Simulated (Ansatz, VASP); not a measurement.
Two plane-wave programs on Sn3Se

```xyz
4
Lattice="4.8923 -0.9785 -0.9785 -0.9785 4.8923 -0.9785 -0.9785 -0.9785 4.8923" Properties=species:S:1:pos:R:3 pbc="T T T"
Sn   -0.9785    1.9569    1.9569
Sn    1.9569   -0.9785    1.9569
Sn    1.9569    1.9569   -0.9785
Se    0.0000    0.0000    0.0000
```

Alike in both runs: task single point; functional PBEsol; k mesh 12 × 12 × 12; occupations gaussian, width 0.15 eV; no spin polarisation.

|  | VASP | Ansatz |
| --- | --- | --- |
| version | VASP 6.6.1 | Ansatz 0.2.0 |
| potentials or method | VASP PAW PBE potentials, release 64 (Sn_d, Se), cutoff 520 eV | scalar-relativistic, plane waves, PAW |
| valence electrons in the cell | 48 | 58 |

```csv
,VASP,Ansatz,Ansatz less VASP
gap on the k mesh at the Fermi level (eV),none,none,-
pressure (GPa),2.7,2.8,+0.12
```

VASP's potentials were made for PBE, not for PBEsol. A gap of «none» marks a metal or a gap that the smearing closes. VASP's potentials hold 48 valence electrons a cell and Ansatz's 58, so a difference there can come from the potentials and not from the codes.
